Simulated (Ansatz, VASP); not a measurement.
# HfN: VASP beside Ansatz

```xyz
2
Lattice="2.8276 0.0000 0.0000 0.0000 2.8276 0.0000 0.0000 0.0000 2.8276" Properties=species:S:1:pos:R:3 pbc="T T T"
Hf    0.0000    0.0000    0.0000
N     1.4138    1.4138    1.4138
```

Alike in both runs: functional PBE; k mesh 6 × 6 × 6; occupations gaussian, width 0.1 eV; no spin polarisation.

Ansatz relaxed the structure, and its values are those at the end. VASP's run is a single point on that final structure, the one shown.

|  | VASP | Ansatz |
| --- | --- | --- |
| version | VASP 6.6.1 | Ansatz 0.2.0 |
| potentials or method | VASP PAW PBE potentials, release 64 (Hf_pv, N), cutoff 520 eV | scalar-relativistic, plane waves, PAW |
| valence electrons in the cell | 15 | 31 |

VASP gave:

| Property | Result |
| --- | --- |
| gap on the k mesh at the Fermi level (eV) | none |
| pressure (GPa) | -2.6 |

Estimate Ansatz's values.

gap on the k mesh at the Fermi level (eV): none; pressure (GPa): 0.0.

A gap of «none» marks a metal or a gap that the smearing closes. The functional is the same, so the differences come from potentials, cutoffs and numerics. VASP's potentials hold 15 valence electrons a cell and Ansatz's 31, so a difference there can come from the potentials and not from the codes.

The k mesh is coarse, so the values compare programs but aren't converged. Spin-orbit coupling is off throughout.
